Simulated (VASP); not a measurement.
# Pb: relaxation of cell and atoms with LDA

The system is Pb.

```
Pb
1.0
    -1.96461    1.96461    1.96461
     1.96461   -1.96461    1.96461
     1.96461    1.96461   -1.96461
Pb
1
Cartesian
  0.0000 0.0000 0.0000
```

* Program: VASP 6.6.1
* Task: relaxation of cell and atoms
* Functional: LDA
* Potentials or basis: VASP PAW LDA potentials, release 64 (Pb_d)
* Cutoff: 600 eV
* k mesh: 11 × 11 × 11
* Occupations: fermi-dirac, width 0.1 eV
* Spin: no spin polarisation
* Dipole correction: no
* Further INCAR settings: ALGO = Normal; EDIFF = 1e-06; IBRION = 2; EDIFFG = -0.01; NSW = 80; ISIF = 3

The relaxed volume is 29.03 Å³/atom and the relaxed cell is a = 3.353 Å, b = 3.353 Å, c = 3.353 Å, α = 109.47°, β = 109.47°, γ = 109.47°. The space group after relaxing (to 0.05 Å) is Im-3m (No. 229) and the energy gained by relaxing is 8.7 meV/atom. The ionic steps are 3. The pressure after relaxing is 0.0 GPa. The band gap on the k mesh is zero (band 7 reaches 15.47 eV, above the bottom of band 8 at 5.40 eV).

Step by step:
```csv
step,energy change (eV),largest force (eV/Å),pressure (GPa),volume (Å³)
1,0.0000,0.0000,-2.06,30.33
2,-0.0079,0.0000,0.72,28.65
3,-0.0087,0.0000,-0.02,29.03
```

Final structure:
```cif
data_structure
_symmetry_space_group_name_H-M 'P 1'
_symmetry_Int_Tables_number 1
_cell_length_a 3.3534
_cell_length_b 3.3534
_cell_length_c 3.3534
_cell_angle_alpha 109.471
_cell_angle_beta 109.471
_cell_angle_gamma 109.471
_cell_volume 29.03
loop_
_atom_site_label
_atom_site_type_symbol
_atom_site_fract_x
_atom_site_fract_y
_atom_site_fract_z
_atom_site_occupancy
Pb1 Pb 0.00000 0.00000 0.00000 1
```

Levels at points of the mesh, in eV from the Fermi level:
```tsv
k point	band 4	band 5	band 6	band 7	band 8	band 9	band 10	band 11
(0.00, 0.00, 0.00)	-16.86	-16.86	-12.10	7.93	7.93	7.93	11.19	11.19
```

Wall time 21 s on 1 thread of Intel(R) Xeon(R) Platinum 8488C (Sapphire Rapids), with other jobs on the host, peak memory 0.16 GiB.

Caveat: spin-orbit coupling is left out, which moves the levels of the heavy elements.
